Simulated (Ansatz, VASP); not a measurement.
**ReSb: VASP beside Ansatz**

```xyz
2
Lattice="0.0000 2.9351 2.9351 2.9351 0.0000 2.9351 2.9351 2.9351 0.0000" Properties=species:S:1:pos:R:3 pbc="T T T"
Re    0.0000    0.0000    0.0000
Sb    1.4676    1.4676    1.4676
```

Alike in both runs: task single point; functional PBEsol; k mesh 10 × 10 × 10; occupations gaussian, width 0.05 eV; no spin polarisation.

|  | VASP | Ansatz |
| --- | --- | --- |
| version | VASP 6.6.1 | Ansatz 0.2.0 |
| potentials or method | VASP PAW PBE potentials, release 64 (Re, Sb), cutoff 520 eV | scalar-relativistic, plane waves, PAW |
| valence electrons in the cell | 12 | 30 |

```csv
,VASP,Ansatz,Ansatz less VASP
gap on the k mesh at the Fermi level (eV),none,none,-
pressure (GPa),5.0,4.9,-0.14
```

VASP's potentials were made for PBE, not for PBEsol. A gap of «none» marks a metal or a gap that the smearing closes. VASP's potentials hold 12 valence electrons a cell and Ansatz's 30, so a difference there can come from the potentials and not from the codes.

Neither program's run includes spin-orbit coupling.
